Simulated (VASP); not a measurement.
Here is a VASP 6.6.1 calculation.

The input INCAR:

```
PREC     = Accurate       # precision mode
ENCUT    = 520            # plane-wave cutoff, eV
EDIFF    = 1E-6           # SCF threshold, eV
ISMEAR   = -1             # smearing method
SIGMA    = 0.05           # smearing width, eV
LREAL    = F              # projectors in reciprocal space
LASPH    = T              # aspherical terms in the spheres
NELM     = 60             # most SCF steps
ALGO     = Normal         # electronic algorithm
ISIF     = 2              # what is computed and relaxed
LWAVE    = F              # write WAVECAR
LCHARG   = F              # write CHGCAR
GGA      = RP             # functional
IVDW     = 13             # dispersion correction
NBANDS   = 16             # bands
```

File KPOINTS:

```
regular mesh
0
Gamma
  8 8 8
```

Contents of POSCAR:

```
CdS
1.0
    0.0000000000      2.9260142146      2.9260142146
    2.9260142146      0.0000000000      2.9260142146
    2.9260142146      2.9260142146      0.0000000000
Cd S
1 1
Direct
    0.0000000000      0.0000000000      0.0000000000
    0.7500000000      0.7500000000      0.7500000000
```

Potentials or basis: VASP PAW PBE potentials, release 64 (Cd, S).

Launch:

```console
$ cat potpaw_PBE.64/Cd/POTCAR potpaw_PBE.64/S/POTCAR > POTCAR
$ mpirun -np 1 vasp_std > vasp.out
```

(1) Predict the pressure.

(2) What does it give for the band gap on the k mesh?

Answers

(1) 0.4 GPa.

(2) 1.31 eV, direct.

Caveat: the PAW data sets were made with another functional, which shifts forces and pressure a little.
